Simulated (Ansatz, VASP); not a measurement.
One calculation of NiO, two programs

```xyz
2
Lattice="0.0000 2.0859 2.0859 2.0859 0.0000 2.0859 2.0859 2.0859 0.0000" Properties=species:S:1:pos:R:3 pbc="T T T"
Ni    0.0000    0.0000    0.0000
O     2.0859    2.0859    2.0859
```

Alike in both runs: task relaxation of cell and atoms; functional PBE; dispersion D4; k mesh 11 × 11 × 11; occupations fermi-dirac, width 0.05 eV; collinear spin.

```csv
,VASP,Ansatz
version,VASP 6.6.1,Ansatz 0.2.0
potentials or method,"VASP PAW PBE potentials, release 64 (Ni, O), cutoff 600 eV","all-electron LAPW, scalar-relativistic"
```

|  | VASP | Ansatz | Ansatz less VASP |
| --- | --- | --- | --- |
| net moment per atom (μB) | 0.84 | 0.90 | +0.057 |
| size of the moment on the site where the two differ most (μB) | 1.39 | 1.49 | +0.101 |
| relaxed volume (Å³/atom) | 9.11 | 9.17 | +0.061 |
| relaxed cell length with the largest relative difference (Å) | 2.953 | 2.960 | +0.0066 |

Site moments also hang on the region over which each program counts them. Ansatz ran all-electron here, and VASP with PAW potentials.
